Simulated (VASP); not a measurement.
A run of VASP 6.6.1:

File INCAR:

```
SYSTEM = GaIr
PREC     = Accurate       ! precision mode
ENCUT    = 520            ! plane-wave cutoff, eV
EDIFF    = 1E-6           ! SCF threshold, eV
ISMEAR   = -1             ! smearing method
SIGMA    = 0.1            ! smearing width, eV
LREAL    = .FALSE.        ! projectors in reciprocal space
LASPH    = .TRUE.         ! aspherical terms in the spheres
NELM     = 100            ! most SCF steps
ALGO     = Normal         ! electronic algorithm
ISIF     = 2              ! what is computed and relaxed
LWAVE    = .FALSE.        ! write WAVECAR
LCHARG   = .FALSE.        ! write CHGCAR
NBANDS   = 18             ! bands
```

The input KPOINTS:

```
regular mesh
0
G
  10 10 10
  0 0 0
```

The input POSCAR:

```
GaIr
1.0
    3.0040000000      0.0000000000      0.0000000000
    0.0000000000      3.0040000000      0.0000000000
    0.0000000000      0.0000000000      3.0040000000
Ga Ir
1 1
Direct
    0.0000000000      0.0000000000      0.0000000000
    0.5000000000      0.5000000000      0.5000000000
```

Potentials or basis: VASP PAW LDA potentials, release 64 (Ga_d, Ir).

Run with:

```sh
$ cat potpaw_LDA.64/Ga_d/POTCAR potpaw_LDA.64/Ir/POTCAR > POTCAR
$ mpirun -np 1 vasp_std > vasp.out
```

Hardware: 1 thread of Intel(R) Xeon(R) Platinum 8488C (Sapphire Rapids), on a shared host.

Question: Estimate the wall time of this run.

Answer: Wall time 10 s on 1 thread of Intel(R) Xeon(R) Platinum 8488C (Sapphire Rapids), with other jobs on the host, peak memory 0.15 GiB. Counts: scf iterations 12, k points 56.
